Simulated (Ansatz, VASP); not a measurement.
Si3S2: VASP beside Ansatz

INCAR

```
SYSTEM = Si3S2
PREC = Accurate
ENCUT = 600
EDIFF = 1E-6
ISMEAR = 0
SIGMA = 0.1
LREAL = .False.
LASPH = .True.
NELM = 100
ALGO = Normal
ISIF = 3
LWAVE = .False.
LCHARG = .False.
GGA = PE
IBRION = 2
NSW = 100
EDIFFG = -0.01
```

KPOINTS

```
Automatic mesh
0
Gamma
  12 12 8
  0 0 0
```

File POSCAR:

```
Si3S2
1.0
    4.3476836400      0.0000000000      0.0000000000
   -2.1738418200      3.7652044800      0.0000000000
    0.0000000000      0.0000000000      5.3387979600
Si S
3 2
Direct
    0.0000000000      0.0000000000      0.7454000100
    0.0000000000      0.0000000000      0.2545999900
    0.6666666700      0.3333333300      0.0000000000
    0.6666666700      0.3333333300      0.5000000000
    0.3333333300      0.6666666700      0.0000000000
```

Input for Ansatz:

```yaml
crystal:
  lattice:
    - [4.34768364, 0.0, 0.0]
    - [-2.17384182, 3.76520448, 0.0]
    - [0.0, 0.0, 5.33879796]
  atoms:
    - { symbol: Si, position: [0.0, 0.0, 0.74540001] }
    - { symbol: Si, position: [0.0, 0.0, 0.25459999] }
    - { symbol: Si, position: [0.66666667, 0.33333333, 0.0] }
    - { symbol: S, position: [0.66666667, 0.33333333, 0.5] }
    - { symbol: S, position: [0.33333333, 0.66666667, 0.0] }
basis:
  ecutwfc: 420
kpoints:
  mp_grid: { grid: [12, 12, 8] }
hamiltonian:
  xc: pbe
scf:
  occupations: { method: gaussian, width: 0.1 }
output:
  forces: true
  stress: true
  eigenvalues: true
  write_density: true
  write_potential: true
  elf: true
  volumetric_format: npy
relax:
  adjacent_minimum: "off"
  f_tol: 0.01
  max_steps: 80
  cell: { stress_tol: 0.05 }
```

Change from the starting cell: species swapped into the Fe3Ge2 type (P-6m2, No. 187).

Alike in both runs: task relaxation of cell and atoms; functional PBE; k mesh 12 × 12 × 8; occupations gaussian, width 0.1 eV; no spin polarisation.

|  | VASP | Ansatz |
| --- | --- | --- |
| version | VASP 6.6.1 | Ansatz 0.2.0 |
| potentials or method | VASP PAW PBE potentials, release 64 (Si, S), cutoff 600 eV | scalar-relativistic, plane waves, PAW |
| valence electrons in the cell | 24 | 24 |

```csv
,VASP,Ansatz,Ansatz less VASP
"gap on the k mesh at the Fermi level, each at its own relaxed structure (eV)",none,none,-
relaxed volume (Å³/atom),17.61,17.61,+0.003
relaxed cell length with the largest relative difference (Å),4.959,4.961,+0.0016
```

A gap of «none» marks a metal or a gap that the smearing closes.
